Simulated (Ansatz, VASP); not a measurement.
# Al5H in VASP and in Ansatz

The input INCAR:

```
PREC = Accurate
ENCUT = 600
EDIFF = 1E-7
ISMEAR = 0
SIGMA = 0.1
LREAL = F
LASPH = T
NELM = 80
ALGO = Normal
ISIF = 3
LWAVE = F
LCHARG = F
GGA = PE
IBRION = 2
NSW = 100
EDIFFG = -0.01
```

Contents of KPOINTS:

```
regular mesh
0
Gamma
  12 12 8
```

File POSCAR:

```
Al5H
1.0
    5.2566569980      0.0000000000      0.0000000000
   -2.6283284990      4.5523984993      0.0000000000
    0.0000000000      0.0000000000      4.6238681524
Al H
5 1
Direct
    0.0000000000      0.5000000000      0.5000000000
    0.3333333333      0.6666666667      0.0000000000
    0.6666666667      0.3333333333      0.0000000000
    0.5000000000      0.0000000000      0.5000000000
    0.5000000000      0.5000000000      0.5000000000
    0.0000000000      0.0000000000      0.0000000000
```

Input for Ansatz:

```yaml
crystal:
  lattice:
    - [5.256656998, 0.0, 0.0]
    - [-2.628328499, 4.5523984993, 0.0]
    - [0.0, 0.0, 4.6238681524]
  atoms:
    - { symbol: Al, position: [0.0, 0.5, 0.5] }
    - { symbol: Al, position: [0.3333333333, 0.6666666667, 0.0] }
    - { symbol: Al, position: [0.6666666667, 0.3333333333, 0.0] }
    - { symbol: Al, position: [0.5, 0.0, 0.5] }
    - { symbol: Al, position: [0.5, 0.5, 0.5] }
    - { symbol: H, position: [0.0, 0.0, 0.0] }
basis:
  ecutwfc: 420
kpoints:
  mp_grid: { grid: [12, 12, 8] }
hamiltonian:
  xc: pbe
scf:
  occupations: { method: gaussian, width: 0.1 }
output:
  forces: true
  stress: true
  eigenvalues: true
relax:
  adjacent_minimum: "off"
  f_tol: 0.01
  max_steps: 80
  cell: { stress_tol: 0.05 }
```

Change from the starting cell: species swapped into the CeFe5 type (P6/mmm, No. 191).

Alike in both runs: task relaxation of cell and atoms; functional PBE; k mesh 12 × 12 × 8; occupations gaussian, width 0.1 eV; no spin polarisation.

|  | VASP | Ansatz |
| --- | --- | --- |
| version | VASP 6.6.1 | Ansatz 0.2.0 |
| potentials or method | VASP PAW PBE potentials, release 64 (Al, H), cutoff 600 eV | scalar-relativistic, plane waves, PAW |
| valence electrons in the cell | 16 | 16 |

|  | VASP | Ansatz | Ansatz less VASP |
| --- | --- | --- | --- |
| gap on the k mesh at the Fermi level, each at its own relaxed structure (eV) | none | none | - |
| relaxed volume (Å³/atom) | 18.41 | 18.44 | +0.025 |
| relaxed cell length with the largest relative difference (Å) | 5.216 | 5.219 | +0.0032 |

A gap of «none» marks a metal or a gap that the smearing closes.
